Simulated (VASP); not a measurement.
The system is AlCo.

```
Co Al
1.0
     2.81940    0.00000    0.00000
     0.00000    2.81940    0.00000
     0.00000    0.00000    2.81940
Co Al
1 1
Direct
  0.50000 0.50000 0.50000
  0.00000 0.00000 0.00000
```

Base run:

- Program: VASP 6.6.1
- Functional: PBEsol
- Potentials or basis: VASP PAW PBE potentials, release 64 (Co, Al)
- Cutoff: 520 eV
- k mesh: 8 × 8 × 8
- Occupations: fermi-dirac, width 0.05 eV
- Spin: collinear spin, ferromagnetic start
- Starting moments: [1.5, 0.0] μB
- Fixed moment: 1.5 μB

Its results: pressure 12.6 GPa; site moments Co +1.40; Al +0.01 μB.

Task: The run is repeated on the same cell with these changes: functional from PBEsol to PBE. What comes out?

Result: Pressure 18.5 GPa; site moments Co +1.41; Al +0.01 μB.

PBE binds less tightly than PBEsol, so the same cell stands under more pressure.

Caveats: the total moment is fixed, so each spin has its own Fermi level; the PAW data sets were made with another functional, which shifts forces and pressure a little (some runs).
